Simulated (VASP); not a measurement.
Input of a VASP 6.6.1 run:

The input INCAR:

```
PREC = Accurate ; ENCUT = 600
EDIFF = 1E-6 ; ISMEAR = 0
SIGMA = 0.1 ; LREAL = F
LASPH = T ; NELM = 120
ALGO = Normal ; ISIF = 2
LWAVE = F ; LCHARG = F
GGA = PE ; NBANDS = 41
GGA_COMPAT = F
```

Contents of KPOINTS:

```
Automatic mesh
0
Gamma
  6 6 1
```

Contents of POSCAR:

```
Mg5ZnS6
1.0
    3.6864348681      0.0000000000      0.0000000000
   -1.8432174341      3.1925462452      0.0000000000
    0.0000000000      0.0000000000     18.0266199389
Mg Zn S
5 1 6
Direct
    0.3333333333      0.6666666667      0.8322553176
    0.0000000000      0.0000000000      0.0000000000
    0.6666666667      0.3333333333      0.1677446824
    0.3333333333      0.6666666667      0.3353543278
    0.6666666667      0.3333333333      0.6646456722
    0.0000000000      0.0000000000      0.5000000000
    0.6666666667      0.3333333333      0.9161297890
    0.3333333333      0.6666666667      0.0838702110
    0.0000000000      0.0000000000      0.2515880755
    0.6666666667      0.3333333333      0.4200299141
    0.3333333333      0.6666666667      0.5799700859
    0.0000000000      0.0000000000      0.7484119245
```

Potentials or basis: VASP PAW PBE potentials, release 64 (Mg, Zn, S).

Command:

```console
$ cat potpaw_PBE.64/Mg/POTCAR potpaw_PBE.64/Zn/POTCAR potpaw_PBE.64/S/POTCAR > POTCAR
$ mpirun -np 1 vasp_std > vasp.out
```

Predict the largest force.

0.030 eV/Å.

Estimate the pressure.

-0.1 GPa.

Estimate the band gap on the k mesh.

1.85 eV (least direct gap 2.19 eV).

Forces on the atoms (eV/Å):
```
Mg   0.000  0.000  0.001
Mg   0.000  0.000  0.000
Mg   0.000  0.000 -0.001
Mg   0.000  0.000  0.001
Mg   0.000  0.000 -0.001
Zn   0.000  0.000  0.000
S    0.000  0.000  0.000
S    0.000  0.000  0.000
S    0.000  0.000 -0.001
S    0.000  0.000 -0.030
S    0.000  0.000  0.030
S    0.000  0.000  0.001
```

Caveat: an odd mesh through Γ misses points on the zone boundary, where band edges can lie.
